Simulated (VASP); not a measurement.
# Ta3BN3 (P1) in VASP: relaxation of cell and atoms with PBE

Aim: the relaxation of cell and atoms of Ta3BN3 with PBE.

All numbers are computed with VASP 6.6.1; they aren't measurements. Logs are shortened: lines on timing, memory, paths and dates and some standing lists are left out, and cuts for length are marked.

## Step 1: The cell of the first run

The typed cell holds 7 atoms: a = 4.283 Å, b = 4.189 Å, c = 4.351 Å, α = 89.13°, β = 89.81°, γ = 89.32°.

## Step 2: Relaxation of cell and atoms, PBE

Input file INCAR:

```
  PREC = Accurate
  ENCUT = 600
  EDIFF = 1E-7
  ISMEAR = 0
  SIGMA = 0.2
  LREAL = False
  LASPH = True
  NELM = 100
  ALGO = Normal
  ISIF = 3
  LWAVE = False
  LCHARG = False
  GGA = PE
  IBRION = 2
  NSW = 80
  EDIFFG = -0.025
```

Input file KPOINTS:

```
regular mesh
0
Gamma
  6 6 6
```

Input file POSCAR:

```
Ta3BN3
1.0
    4.2833677448      0.0249265627      0.0069319434
    0.0249265627      4.1886271692      0.0325697646
    0.0069319434      0.0325697646      4.3506528727
Ta B N
3 1 3
Direct
    0.5477753679      0.0313943990      0.0204607928
    0.0267637599      0.4960212642      1.0152331658
   -0.0026442639     -0.0196806341      0.4588415799
   -0.0250762235      0.0351307545     -0.0197594754
    0.0153303331      0.4665345660      0.5251805234
    0.4690731793     -0.0084816320      0.5335288896
    0.4687778472      0.4990812825     -0.0334854762
```

Potentials or basis: VASP PAW PBE potentials, release 64 (Ta_pv, B, N).

Launch:

```bash
cat potpaw_PBE.64/Ta_pv/POTCAR potpaw_PBE.64/B/POTCAR potpaw_PBE.64/N/POTCAR > POTCAR
mpirun -np 1 vasp_std > vasp.out
```

OUTCAR:

```text
PREC = Accurate
   ENCUT = 600
   EDIFF = 1E-7
   ISMEAR = 0
   LREAL = False
   LASPH = True
   NELM = 100
   ISIF = 3
   GGA = PE
   IBRION = 2
   NSW = 80
   EDIFFG = -0.025

 ion  position               nearest neighbor table
   1  0.548  0.031  0.020-   4 1.84   7 1.99   6 2.16   6 2.26   7 2.28   4 2.46   3 2.72   2 2.84
                             2 2.94   2 3.02   3 3.04   3 3.11   2 3.18   3 3.41
   2  0.027  0.496  0.015-   7 1.90   4 1.95   5 2.14   5 2.22   4 2.27   7 2.40   3 2.82   1 2.84
                             3 2.88   1 2.94   1 3.02   3 3.14   1 3.18   3 3.27
   3  0.997  0.980  0.459-   6 2.05   5 2.06   4 2.09   5 2.17   6 2.29   4 2.29   1 2.72   2 2.82
                             2 2.88   1 3.04   1 3.11   2 3.14   2 3.27   1 3.41
   4  0.975  0.035  0.980-   1 1.84   2 1.95   3 2.09   2 2.27   3 2.29   1 2.46
   5  0.015  0.467  0.525-   3 2.06   2 2.14   3 2.17   2 2.22
   6  0.469  0.992  0.534-   3 2.05   1 2.16   1 2.26   3 2.29
   7  0.469  0.499  0.967-   2 1.90   1 1.99   1 2.28   2 2.40

  LATTYP: Found a triclinic cell.
 ALAT       =     9.5957425024
 B/A-ratio  =     0.9983981981
 C/A-ratio  =     1.3402128650
 COS(alpha) =     0.0013782320
 COS(beta)  =     0.5993466002
 COS(gamma) =     0.7985880151

  Lattice vectors:

 A1 = (   8.5598035462,   0.0172833608,  -4.3367889859)
 A2 = (   8.5916620523,   4.2384802946,   0.0464336514)
 A3 = (   4.2196507326,  -8.4174673049,  -8.7595133312)

Analysis of symmetry for initial positions (statically):
=====================================================================
 Subroutine PRICEL returns:
 Original cell was already a primitive cell.

 Routine SETGRP: Setting up the symmetry group for a
 triclinic supercell.

 Subroutine GETGRP returns: Found  1 space group operations
 (whereof  1 operations were pure point group operations)
 out of a pool of  2 trial point group operations.

The static configuration has the point symmetry C_1 .

Analysis of symmetry for dynamics (positions and initial velocities):
=====================================================================
 Subroutine PRICEL returns:
 Original cell was already a primitive cell.

 Routine SETGRP: Setting up the symmetry group for a
 triclinic supercell.

 Subroutine GETGRP returns: Found  1 space group operations
 (whereof  1 operations were pure point group operations)
 out of a pool of  2 trial point group operations.

The dynamic configuration has the point symmetry C_1 .

 Subroutine INISYM returns: Found  1 space group operations
 (whereof  1 operations are pure point group operations),
 and found     1 'primitive' translations

----------------------------------------------------------------------------------------

                                     Primitive cell

  volume of cell :      78.0495

  direct lattice vectors                    reciprocal lattice vectors
     4.283367745  0.024926563  0.006931943     0.233469814 -0.001386569 -0.000361610
     0.024926563  4.188627169  0.032569765    -0.001386569  0.238763840 -0.001785220
     0.006931943  0.032569765  4.350652873    -0.000361610 -0.001785220  0.229864501

  length of vectors
     4.283445882  4.188827961  4.350780305     0.233474211  0.238774540  0.229871718

  position of ions in fractional coordinates (direct lattice)
     0.547775368  0.031394399  0.020460793
     0.026763760  0.496021264  0.015233166
     0.997355736  0.980319366  0.458841580
     0.974923776  0.035130755  0.980240525
     0.015330333  0.466534566  0.525180523
     0.469073179  0.991518368  0.533528890
     0.468777847  0.499081283  0.966514524

  ion indices of the primitive-cell ions
   primitive index   ion index
                 1           1
                 2           2
                 3           3
                 4           4
                 5           5
                 6           6
                 7           7

----------------------------------------------------------------------------------------

 KPOINTS: regular mesh

Automatic generation of k-mesh.
 Grid dimensions read from file:
 generate k-points for:    6    6    6

 Generating k-lattice:

  Cartesian coordinates                     Fractional coordinates (reciprocal lattice)
     0.038911636 -0.000231095 -0.000060268     0.166666667 -0.000000000  0.000000000
    -0.000231095  0.039793973 -0.000297537    -0.000000000  0.166666667  0.000000000
    -0.000060268 -0.000297537  0.038310750     0.000000000  0.000000000  0.166666667

  Length of vectors
     0.038912369  0.039795757  0.038311953

  Shift w.r.t. Gamma in fractional coordinates (k-lattice)
     0.000000000  0.000000000  0.000000000

 Subroutine IBZKPT returns following result:
 ===========================================

 Found    112 irreducible k-points:

 Following reciprocal coordinates:
            Coordinates               Weight
  0.000000  0.000000  0.000000      1.000000
  0.166667 -0.000000  0.000000      2.000000
  0.333333  0.000000  0.000000      2.000000
  0.500000  0.000000  0.000000      1.000000
  0.000000  0.166667  0.000000      2.000000
  0.166667  0.166667  0.000000      2.000000
[... 16 lines left out ...]
  0.333333 -0.000000  0.166667      2.000000
  0.500000  0.000000  0.166667      2.000000
 [... further k-points ...]
   k-points           NKPTS =    112   k-points in BZ     NKDIM =    112   number of bands    NBANDS=     30
   number of dos      NEDOS =    301   number of ions     NIONS =      7
   total plane-waves  NPLWV =  46656
   dimension x,y,z NGX =    36 NGY =   36 NGZ =   36
   dimension x,y,z NGXF=    72 NGYF=   72 NGZF=   72
   ions per type =               3   1   3
   NGX,Y,Z   is equivalent  to a cutoff of  13.97, 14.29, 13.76 a.u.
   NGXF,Y,Z  is equivalent  to a cutoff of  27.94, 28.58, 27.51 a.u.
 SYSTEM =  unknown system
   PREC   = accura    normal or accurate (medium, high low for compatibility)
   ISTART =      0    job   : 0-new  1-cont  2-samecut
   ICHARG =      2    charge: 1-file 2-atom 10-const
   ISPIN  =      1    spin polarized calculation?
   LNONCOLLINEAR =      F non collinear calculations
   LSORBIT =      F    spin-orbit coupling
   LASPH  =      T    aspherical Exc in radial PAW
   ENCUT  =  600.0 eV  44.10 Ry    6.64 a.u.   8.56  8.37  8.69*2*pi/ulx,y,z
   NELM   =    100;   NELMIN=  2; NELMDL= -5     # of ELM steps
   EDIFF  = 0.1E-06   stopping-criterion for ELM
   LREAL  =      F    real-space projection
   EDIFFG = -.3E-01   stopping-criterion for IOM
   NSW    =     80    number of steps for IOM
   IBRION =      2    ionic relax: 0-MD 1-quasi-New 2-CG
   NFREE  =      1    steps in history (QN), initial steepest desc. (CG)
   ISIF   =      3    stress and relaxation
   ISYM   =      2    0-nonsym 1-usesym 2-fastsym
   POTIM  = 0.5000    time-step for ionic-motion
   TEBEG  =    0.0;   TEEND  =   0.0 temperature during run
   PSTRESS=    0.0 pullay stress
   NELECT =      51.0000    total number of electrons
   NUPDOWN=      -1.0000    fix difference up-down
   EMIN   =  10.00;   EMAX   =-10.00  energy-range for DOS
   EFERMI =   0.00;   METHOD = LEGACY
   ISMEAR =     0;   SIGMA  =   0.20  broadening in eV -4-tet -1-fermi 0-gaus
   EFERMI_NEDOS =   21; number of points for ismear=-14 and -15
   IALGO  =     38    algorithm
   IMIX   =      4    mixing-type and parameters
     AMIX     =   0.40;   BMIX     =  1.00
     AMIX_MAG =   1.60;   BMIX_MAG =  1.00
  volume/ion in A,a.u.               =      11.15        75.24
  Fermi-wavevector in a.u.,A,eV,Ry     =   1.420610  2.684564 27.458361  2.018133
  Thomas-Fermi vector in A             =   2.541507
   LORBIT       =      0    0 simple, 1 ext, 2 COOP (PROOUT), +10 PAW based schemes
   GGA     = PE    functional components
   LHFCALC =     F    Hartree Fock is set to
   AEXX    =    0.0000 exact exchange contribution
   IVDW    =     0    specifies the selected vdW correction
   LEPSILON=     F    determine dielectric tensor
   LRPA    =     F    only Hartree local field effects (RPA)
 conjugate gradient relaxation of ions
 non-spin polarized calculation
 Gauss-broadening in eV      SIGMA  =   0.20
  energy-cutoff  :      600.00
  volume of cell :       78.05
 maximum number of plane-waves:      2620
 NGX is ok and might be reduce to    36
   NGX = 17   NGY = 17   NGZ = 17

--------------------------------------- Ionic step        1  -------------------------------------------

 number of electron      50.9999999 magnetization

 Free energy of the ion-electron system (eV)
  ---------------------------------------------------
  ext. energy  EPLUGINS =         0.00000000
  ---------------------------------------------------
  free energy    TOTEN  =       -68.98862769 eV

  energy without entropy =      -68.95699098  energy(sigma->0) =      -68.97280933

------------------------ aborting loop because EDIFF is reached ----------------------------------------

  FORCE on cell =-STRESS in cart. coord.  units (eV):
  Direction    XX          YY          ZZ          XY          YZ          ZX
  --------------------------------------------------------------------------------------
  -------------------------------------------------------------------------------------
  Total       23.5981789     19.5750029      5.8513259      0.4975703     -0.5535376      1.3524660
  in kB      484.4165262    401.8299443    120.1143090     10.2139779    -11.3628581     27.7630263
  external PRESSURE =     335.4535932 kB  Pullay stress =       0.0000000 kB
[... 104 lines left out ...]
  FREE ENERGIE OF THE ION-ELECTRON SYSTEM (eV)
  ---------------------------------------------------
  free  energy   TOTEN  =       -72.1199556190 eV

  energy  without entropy=      -72.1018423706  energy(sigma->0) =      -72.11089899

[... ionic steps 4 to 15 ...]

--------------------------------------- Ionic step       16  -------------------------------------------

 number of electron      50.9999996 magnetization

------------------------ aborting loop because EDIFF is reached ----------------------------------------

  FORCE on cell =-STRESS in cart. coord.  units (eV):
  Direction    XX          YY          ZZ          XY          YZ          ZX
  --------------------------------------------------------------------------------------
  -------------------------------------------------------------------------------------
  Total        0.0066835     -0.0734294      0.0021798      0.0180830     -0.0165235      0.0081537
  in kB        0.1296918     -1.4248751      0.0422976      0.3508950     -0.3206327      0.1582192
  external PRESSURE =      -0.4176286 kB  Pullay stress =       0.0000000 kB
[... 67 lines left out ...]
  energy  without entropy=      -73.1458954009  energy(sigma->0) =      -73.15244326

--------------------------------------- Ionic step       18  -------------------------------------------

 number of electron      50.9999996 magnetization

 Free energy of the ion-electron system (eV)
  ---------------------------------------------------
  ext. energy  EPLUGINS =         0.00000000
  ---------------------------------------------------
  free energy    TOTEN  =       -73.15907085 eV

  energy without entropy =      -73.14597946  energy(sigma->0) =      -73.15252515

 E-fermi :   5.5131     XC(G=0): -12.2189

 val. band max:        5.3874107287   @ k =  -0.0000   0.3333   0.5000
 cond. band min:       5.5967327081   @ k =   0.5000   0.0000   0.5000
 fundamental gap:      0.2093219793
 Fermi energy:         5.5130689458

 k-point     1 :       0.0000    0.0000    0.0000
  band No.  band energies     occupation
      1     -29.4601      2.00000
      2     -29.4595      2.00000
      3     -29.4592      2.00000
      4     -29.0942      2.00000
      5     -29.0941      2.00000
      6     -29.0937      2.00000
[... 781 lines left out ...]
     29       7.8964      0.00000
     30       8.3890      0.00000

 [... further k-points ...]

------------------------ aborting loop because EDIFF is reached ----------------------------------------

  FORCE on cell =-STRESS in cart. coord.  units (eV):
  Direction    XX          YY          ZZ          XY          YZ          ZX
  --------------------------------------------------------------------------------------
  -------------------------------------------------------------------------------------
  Total       -0.0095006      0.0380548     -0.0002029      0.0311899     -0.0187502      0.0104056
  in kB       -0.1843957      0.7386015     -0.0039373      0.6053620     -0.3639204      0.2019615
  external PRESSURE =       0.1834229 kB  Pullay stress =       0.0000000 kB
[... 22 lines left out ...]
  FREE ENERGIE OF THE ION-ELECTRON SYSTEM (eV)
  ---------------------------------------------------
  free  energy   TOTEN  =       -73.1590708521 eV

  energy  without entropy=      -73.1459794576  energy(sigma->0) =      -73.15252515

 reached required accuracy - stopping structural energy minimisation
```

Run time: 88 min. Hardware: 1 thread of Intel Xeon 8259CL, shared host; peak memory 0.44 GiB.

Results:

```
Free energy                           : -73.1591 eV
Relaxed volume                        : 11.79 Å³/atom
Relaxed cell                          : a = 4.354 Å, b = 4.354 Å, c = 4.354 Å, α = 89.99°, β = 90.01°, γ = 90.02°
Space group after relaxing (to 0.1 Å) : Pm-3m (No. 221)
Pressure after relaxing               : 0.0 GPa
Largest force after relaxing          : 0.017 eV/Å
Band gap on the k mesh                : zero (an odd number of electrons rules out a gap without spin polarisation)
```

Forces on the atoms (eV/Å):
```
Ta   0.003 -0.006 -0.001
Ta  -0.001  0.000  0.000
Ta   0.003  0.005 -0.016
B   -0.009  0.000  0.006
N    0.006 -0.002  0.004
N   -0.002  0.000  0.007
N    0.000  0.004  0.000
```

Final structure:
```xyz
7
Lattice="4.3544 -0.0008 -0.0005 -0.0009 4.3538 -0.0003 0.0000 0.0011 4.3542" Properties=species:S:1:pos:R:3 pbc="T T T"
Ta    2.1774    0.0004    0.0000
Ta   -0.0003    2.1769    0.0001
Ta    4.3533    4.3530    2.1767
B    -0.0004    4.3549    4.3539
N     4.3532    2.1768    2.1762
N     2.1774    0.0002    2.1763
N     2.1769    2.1761   -0.0004
```

Levels at points of the mesh, in eV from the Fermi level:
| k point | band 22 | band 23 | band 24 | band 25 | band 26 | band 27 | band 28 | band 29 |
| --- | --- | --- | --- | --- | --- | --- | --- | --- |
| (0.00, 0.00, 0.00) | -1.67 | -0.57 | -0.57 | -0.56 | 1.01 | 1.01 | 1.01 | 1.73 |
| (0.50, 0.00, 0.00) | -1.71 | -1.71 | -1.49 | -1.12 | -1.12 | 0.89 | 2.25 | 2.25 |
| (0.00, 0.50, 0.00) | -1.71 | -1.71 | -1.49 | -1.12 | -1.12 | 0.89 | 2.26 | 2.26 |
| (0.50, 0.50, 0.00) | -3.43 | -3.33 | -3.33 | 0.08 | 2.08 | 2.57 | 2.57 | 2.87 |
| (0.00, 0.00, 0.50) | -1.71 | -1.71 | -1.49 | -1.12 | -1.12 | 0.89 | 2.25 | 2.25 |
| (0.50, 0.00, 0.50) | -3.43 | -3.33 | -3.33 | 0.08 | 2.08 | 2.57 | 2.57 | 2.87 |
| (0.00, 0.50, 0.50) | -3.43 | -3.33 | -3.33 | 0.08 | 2.08 | 2.57 | 2.57 | 2.87 |
| (0.50, 0.50, 0.50) | -4.09 | -4.08 | -0.84 | -0.84 | 3.63 | 3.63 | 3.63 | 4.65 |

Caveat: spin-orbit coupling is left out, which moves the levels of the heavy elements; an odd number of electrons without spin polarisation forces a metal; a magnetic or distorted state may lie lower.

The gap in the log of VASP goes by the Fermi energy; the results here count the filled bands.